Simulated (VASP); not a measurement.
# ScTa3F (Cmmm) in VASP: a series of runs

The runs below take ScTa3F through single point, with PBE.

Program: VASP 6.6.1. These are calculated values, not measurements. Logs are shortened: lines on timing, memory, paths and dates and some standing lists are left out, and cuts for length are marked.

## Step 1: The cell of the first run

It takes space group Cmmm (No. 65, orthorhombic). The conventional cell has a = 5.802 Å, b = 7.125 Å, c = 4.645 Å, α = 90.00°, β = 90.00°, γ = 90.00°. Within 3.2 Å of Sc (site symmetry mmm) lie 2 F at 2.32 Å and 6 Ta at 2.90 to 3.16 Å. Within 3.0 Å of Ta (site symmetry m2m) lie 1 F at 2.14 Å and 5 Ta at 2.73 to 2.99 Å. Ta (site symmetry mmm) has 4 Ta at 2.73 Å and 4 Sc at 2.90 to 3.56 Å and 4 F at 3.72 Å within 3.8 Å. Within 2.8 Å of F (site symmetry mmm) lie 2 Ta at 2.14 Å and 2 Sc at 2.32 Å.

The cell was generated, and may not be a known phase.

## Step 2: Single point, PBE

INCAR

```
SYSTEM = ScTa3F
ALGO = Fast
EDIFF = 1E-7
ENCUT = 520
GGA = PE
ISIF = 2
ISMEAR = 0
LASPH = .TRUE.
LCHARG = .FALSE.
LREAL = .FALSE.
LWAVE = .FALSE.
NBANDS = 34
NELM = 100
PREC = Accurate
SIGMA = 0.1
```

KPOINTS

```
k-points
0
G
  8 8 8
  0 0 0
```

POSCAR

```
ScTa3F
1.0
    2.9008989621     -3.5624414436      0.0000000000
    2.9008989621      3.5624414436      0.0000000000
    0.0000000000      0.0000000000      4.6453221007
Sc Ta F
1 3 1
Direct
    0.5000000000      0.5000000000      0.0000000000
    0.7996975762      0.2003024238      0.5000000000
    0.2003024238      0.7996975762      0.5000000000
    0.0000000000      0.0000000000      0.0000000000
    0.5000000000      0.5000000000      0.5000000000
```

Potentials or basis: VASP PAW PBE potentials, release 64 (Sc_sv, Ta_pv, F).

On the command line:

```console
cat potpaw_PBE.64/Sc_sv/POTCAR potpaw_PBE.64/Ta_pv/POTCAR potpaw_PBE.64/F/POTCAR > POTCAR
mpirun -np 1 vasp_std > vasp.out
```

OUTCAR:

```text
SYSTEM = ScTa3F
   EDIFF = 1E-7
   ENCUT = 520
   GGA = PE
   ISIF = 2
   ISMEAR = 0
   LASPH = .TRUE.
   LREAL = .FALSE.
   NELM = 100
   PREC = Accurate

 ion  position               nearest neighbor table
   1  0.500  0.500  0.000-   5 2.32   5 2.32   4 2.90   4 2.90   2 3.16   3 3.16   2 3.16   3 3.16

   2  0.800  0.200  0.500-   5 2.14   4 2.73   4 2.73   3 2.85   3 2.99   3 2.99   1 3.16   1 3.16

   3  0.200  0.800  0.500-   5 2.14   4 2.73   4 2.73   2 2.85   2 2.99   2 2.99   1 3.16   1 3.16

   4  0.000  0.000  0.000-   2 2.73   3 2.73   2 2.73   3 2.73   1 2.90   1 2.90
   5  0.500  0.500  0.500-   2 2.14   3 2.14   1 2.32   1 2.32

  LATTYP: Found a base centered orthorhombic cell.
 ALAT       =     5.8017979242
 B/A-ratio  =     1.2280474054
 C/A-ratio  =     0.8006694065

  Lattice vectors:

 A1 = (   2.9008989621,  -3.5624414436,   0.0000000000)
 A2 = (   2.9008989621,   3.5624414436,   0.0000000000)
 A3 = (   0.0000000000,   0.0000000000,   4.6453221007)

Analysis of symmetry for initial positions (statically):
=====================================================================
 Subroutine PRICEL returns:
 Original cell was already a primitive cell.

 Routine SETGRP: Setting up the symmetry group for a
 base centered orthorhombic supercell.

 Subroutine GETGRP returns: Found  8 space group operations
 (whereof  8 operations were pure point group operations)
 out of a pool of  8 trial point group operations.

The static configuration has the point symmetry D_2h.

Analysis of symmetry for dynamics (positions and initial velocities):
=====================================================================
 Subroutine PRICEL returns:
 Original cell was already a primitive cell.

 Routine SETGRP: Setting up the symmetry group for a
 base centered orthorhombic supercell.

 Subroutine GETGRP returns: Found  8 space group operations
 (whereof  8 operations were pure point group operations)
 out of a pool of  8 trial point group operations.

The dynamic configuration has the point symmetry D_2h.

 Subroutine INISYM returns: Found  8 space group operations
 (whereof  8 operations are pure point group operations),
 and found     1 'primitive' translations

----------------------------------------------------------------------------------------

                                     Primitive cell

  volume of cell :      96.0121

  direct lattice vectors                    reciprocal lattice vectors
     2.900898962 -3.562441444  0.000000000     0.172360364 -0.140353184  0.000000000
     2.900898962  3.562441444  0.000000000     0.172360364  0.140353184  0.000000000
     0.000000000  0.000000000  4.645322101     0.000000000  0.000000000  0.215270325

  length of vectors
     4.594148869  4.594148869  4.645322101     0.222277105  0.222277105  0.215270325

  position of ions in fractional coordinates (direct lattice)
     0.500000000  0.500000000  0.000000000
     0.799697576  0.200302424  0.500000000
     0.200302424  0.799697576  0.500000000
     0.000000000  0.000000000  0.000000000
     0.500000000  0.500000000  0.500000000

  ion indices of the primitive-cell ions
   primitive index   ion index
                 1           1
                 2           2
                 3           3
                 4           4
                 5           5

----------------------------------------------------------------------------------------

 KPOINTS: k-points

Automatic generation of k-mesh.
 Grid dimensions read from file:
 generate k-points for:    8    8    8

 Generating k-lattice:

  Cartesian coordinates                     Fractional coordinates (reciprocal lattice)
     0.021545045 -0.017544148  0.000000000     0.125000000  0.000000000  0.000000000
     0.021545045  0.017544148  0.000000000     0.000000000  0.125000000  0.000000000
     0.000000000  0.000000000  0.026908791     0.000000000  0.000000000  0.125000000

  Length of vectors
     0.027784638  0.027784638  0.026908791

  Shift w.r.t. Gamma in fractional coordinates (k-lattice)
     0.000000000  0.000000000  0.000000000

 Subroutine IBZKPT returns following result:
 ===========================================

 Found    105 irreducible k-points:

 Following reciprocal coordinates:
            Coordinates               Weight
  0.000000  0.000000  0.000000      1.000000
  0.125000  0.000000  0.000000      4.000000
  0.250000  0.000000  0.000000      4.000000
  0.375000 -0.000000  0.000000      4.000000
  0.500000  0.000000  0.000000      2.000000
  0.125000  0.125000  0.000000      2.000000
[... 16 lines left out ...]
  0.125000  0.000000  0.125000      8.000000
  0.250000  0.000000  0.125000      8.000000
 [... further k-points ...]
   k-points           NKPTS =    105   k-points in BZ     NKDIM =    105   number of bands    NBANDS=     34
   number of dos      NEDOS =    301   number of ions     NIONS =      5
   total plane-waves  NPLWV =  46656
   dimension x,y,z NGX =    36 NGY =   36 NGZ =   36
   dimension x,y,z NGXF=    72 NGYF=   72 NGZF=   72
   ions per type =               1   3   1
   NGX,Y,Z   is equivalent  to a cutoff of  13.03, 13.03, 12.88 a.u.
   NGXF,Y,Z  is equivalent  to a cutoff of  26.05, 26.05, 25.77 a.u.
 SYSTEM =  ScTa3F
   PREC   = accura    normal or accurate (medium, high low for compatibility)
   ISTART =      0    job   : 0-new  1-cont  2-samecut
   ICHARG =      2    charge: 1-file 2-atom 10-const
   ISPIN  =      1    spin polarized calculation?
   LNONCOLLINEAR =      F non collinear calculations
   LSORBIT =      F    spin-orbit coupling
   LASPH  =      T    aspherical Exc in radial PAW
   ENCUT  =  520.0 eV  38.22 Ry    6.18 a.u.   8.54  8.54  8.64*2*pi/ulx,y,z
   NELM   =    100;   NELMIN=  2; NELMDL= -5     # of ELM steps
   EDIFF  = 0.1E-06   stopping-criterion for ELM
   LREAL  =      F    real-space projection
   EDIFFG = 0.1E-05   stopping-criterion for IOM
   NSW    =      0    number of steps for IOM
   IBRION =     -1    ionic relax: 0-MD 1-quasi-New 2-CG
   NFREE  =      0    steps in history (QN), initial steepest desc. (CG)
   ISIF   =      2    stress and relaxation
   ISYM   =      2    0-nonsym 1-usesym 2-fastsym
   POTIM  = 0.5000    time-step for ionic-motion
   TEBEG  =    0.0;   TEEND  =   0.0 temperature during run
   PSTRESS=    0.0 pullay stress
   NELECT =      51.0000    total number of electrons
   NUPDOWN=      -1.0000    fix difference up-down
   EMIN   =  10.00;   EMAX   =-10.00  energy-range for DOS
   EFERMI =   0.00;   METHOD = LEGACY
   ISMEAR =     0;   SIGMA  =   0.10  broadening in eV -4-tet -1-fermi 0-gaus
   EFERMI_NEDOS =   21; number of points for ismear=-14 and -15
   IALGO  =     68    algorithm
   IMIX   =      4    mixing-type and parameters
     AMIX     =   0.40;   BMIX     =  1.00
     AMIX_MAG =   1.60;   BMIX_MAG =  1.00
  volume/ion in A,a.u.               =      19.20       129.58
  Fermi-wavevector in a.u.,A,eV,Ry     =   1.325835  2.505465 23.916846  1.757839
  Thomas-Fermi vector in A             =   2.455267
   LORBIT       =      0    0 simple, 1 ext, 2 COOP (PROOUT), +10 PAW based schemes
   GGA     = PE    functional components
   LHFCALC =     F    Hartree Fock is set to
   AEXX    =    0.0000 exact exchange contribution
   IVDW    =     0    specifies the selected vdW correction
   LEPSILON=     F    determine dielectric tensor
   LRPA    =     F    only Hartree local field effects (RPA)
 non-spin polarized calculation
 RMM-DIIS sequential band-by-band and
 Gauss-broadening in eV      SIGMA  =   0.10
  energy-cutoff  :      520.00
  volume of cell :       96.01
 maximum number of plane-waves:      2610
 NGX is ok and might be reduce to    36
   NGX = 17   NGY = 17   NGZ = 17

 number of electron      51.0000011 magnetization

 Free energy of the ion-electron system (eV)
  ---------------------------------------------------
  ext. energy  EPLUGINS =         0.00000000
  ---------------------------------------------------
  free energy    TOTEN  =       -42.87497888 eV

  energy without entropy =      -42.84813871  energy(sigma->0) =      -42.86155880

 E-fermi :   4.2799     XC(G=0): -11.1636

 val. band max:        4.2772049874   @ k =   0.5000   0.2500   0.0000
 cond. band min:       4.2818834987   @ k =  -0.3750   0.2500   0.2500
 fundamental gap:      0.0046785113
 Fermi energy:         4.2798952317

 k-point     1 :       0.0000    0.0000    0.0000
  band No.  band energies     occupation
      1     -45.3012      2.00000
      2     -30.3443      2.00000
      3     -30.3049      2.00000
      4     -30.1161      2.00000
      5     -29.9558      2.00000
      6     -29.9032      2.00000
[... 26 lines left out ...]
     33       7.1869      0.00000
     34       7.2121      0.00000

 k-point     2 :       0.1250    0.0000    0.0000
  band No.  band energies     occupation
      1     -45.3012      2.00000
      2     -30.3410      2.00000
      3     -30.2998      2.00000
      4     -30.1047      2.00000
      5     -29.9589      2.00000
      6     -29.9074      2.00000
[... 26 lines left out ...]
     33       7.2405      0.00000
     34       7.6866      0.00000

 k-point     3 :       0.2500    0.0000    0.0000
  band No.  band energies     occupation
      1     -45.3013      2.00000
      2     -30.3329      2.00000
      3     -30.2868      2.00000
      4     -30.0766      2.00000
      5     -29.9621      2.00000
      6     -29.9176      2.00000
[... 26 lines left out ...]
     33       7.3222      0.00000
     34       7.5545      0.00000
[... 704 lines left out ...]
 k-point    23 :       0.1250    0.0000    0.1250
  band No.  band energies     occupation
      1     -45.3011      2.00000
      2     -30.3837      2.00000
      3     -30.2347      2.00000
      4     -30.1046      2.00000
      5     -30.0123      2.00000
      6     -29.8959      2.00000
[... 26 lines left out ...]
     33       7.4154      0.00000
     34       7.8491      0.00000

 k-point    24 :       0.2500    0.0000    0.1250
  band No.  band energies     occupation
      1     -45.3012      2.00000
      2     -30.3738      2.00000
      3     -30.2236      2.00000
      4     -30.0780      2.00000
      5     -30.0135      2.00000
      6     -29.9068      2.00000
[... 26 lines left out ...]
     33       7.3866      0.00000
     34       7.5971      0.00000

 [... further k-points ...]
[... 5 lines left out ...]
  --------------------------------------------------------------------------------------
  -------------------------------------------------------------------------------------
  Total       -0.0165501      0.0848035      0.0610798      0.0000000      0.0000000      0.0000000
  in kB       -0.2761752      1.4151360      1.0192533      0.0000000      0.0000000      0.0000000
  external PRESSURE =       0.7194047 kB  Pullay stress =       0.0000000 kB

 VOLUME and BASIS-vectors are now :
 -----------------------------------------------------------------------------
  energy-cutoff  :      520.00
  volume of cell :       96.01
      direct lattice vectors                 reciprocal lattice vectors
     2.900898962 -3.562441444  0.000000000     0.172360364 -0.140353184  0.000000000
     2.900898962  3.562441444  0.000000000     0.172360364  0.140353184  0.000000000
     0.000000000  0.000000000  4.645322101     0.000000000  0.000000000  0.215270325

 POSITION                                       TOTAL-FORCE (eV/Angst)
 -----------------------------------------------------------------------------------
      2.90090      0.00000      0.00000         0.000000      0.000000      0.000000
      2.90090     -2.13531      2.32266        -0.000000     -0.037648      0.000000
      2.90090      2.13531      2.32266        -0.000000      0.037648     -0.000000
      0.00000      0.00000      0.00000        -0.000000      0.000000      0.000000
      2.90090      0.00000      2.32266        -0.000000      0.000000      0.000000
 -----------------------------------------------------------------------------------
    total drift:                                0.000000      0.000000      0.000000

  FREE ENERGIE OF THE ION-ELECTRON SYSTEM (eV)
  ---------------------------------------------------
  free  energy   TOTEN  =       -42.8749788789 eV

  energy  without entropy=      -42.8481387135  energy(sigma->0) =      -42.86155880
```

Run time: 15 min. Hardware: 1 thread of Oxide Virtual Turin-like, shared host; peak memory 0.4 GiB.

Results:

| Quantity | Value |
| --- | --- |
| Free energy | -42.8750 eV |
| Pressure | 0.1 GPa |
| Largest force | 0.038 eV/Å |
| Band gap on the k mesh | zero (an odd number of electrons rules out a gap without spin polarisation) |

Forces on the atoms (eV/Å):
```
Sc   0.000  0.000  0.000
Ta   0.000 -0.038  0.000
Ta   0.000  0.038  0.000
Ta   0.000  0.000  0.000
F    0.000  0.000  0.000
```

Stress tensor (GPa, compression positive):
```
-0.03  0.00  0.00
 0.00  0.14  0.00
 0.00  0.00  0.10
```

Caveat: spin-orbit coupling is left out, which moves the levels of the heavy elements.

(Continued in part 2 of 2.)

The gap in the log of VASP goes by the Fermi energy; the results here count the filled bands.